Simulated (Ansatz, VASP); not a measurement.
# Two plane-wave programs on SrCl2

```
Sr Cl
1.0
     0.00000    3.48550    3.48550
     3.48550    0.00000    3.48550
     3.48550    3.48550    0.00000
Sr Cl
1 2
Direct
  0.01291 0.98709 0.01291
  0.25000 0.25000 0.25000
  0.75000 0.75000 0.75000
```

Change from the starting cell: one atom moved.

Alike in both runs: task single point; functional PBE; k mesh 6 × 6 × 6; occupations gaussian, width 0.02 eV; no spin polarisation.

|  | VASP | Ansatz |
| --- | --- | --- |
| version | VASP 6.6.1 | Ansatz 0.2.0 |
| potentials or method | VASP PAW PBE potentials, release 64 (Sr_sv, Cl), cutoff 520 eV | scalar-relativistic, plane waves, PAW |
| valence electrons in the cell | 24 | 24 |

|  | VASP | Ansatz | Ansatz less VASP |
| --- | --- | --- | --- |
| gap on the k mesh at the Fermi level (eV) | 5.34 | 5.34 | +0.005 |
| least direct gap on the mesh (eV) | 5.50 | 5.50 | +0.002 |
| pressure (GPa) | 1.3 | 1.2 | -0.08 |
| rms of the force components (eV/Å) | 0.102 | 0.099 | -0.0025 |

Atom by atom the forces differ by 0.003 eV/Å (rms over components). The functional is the same, so the differences come from potentials, cutoffs and numerics.
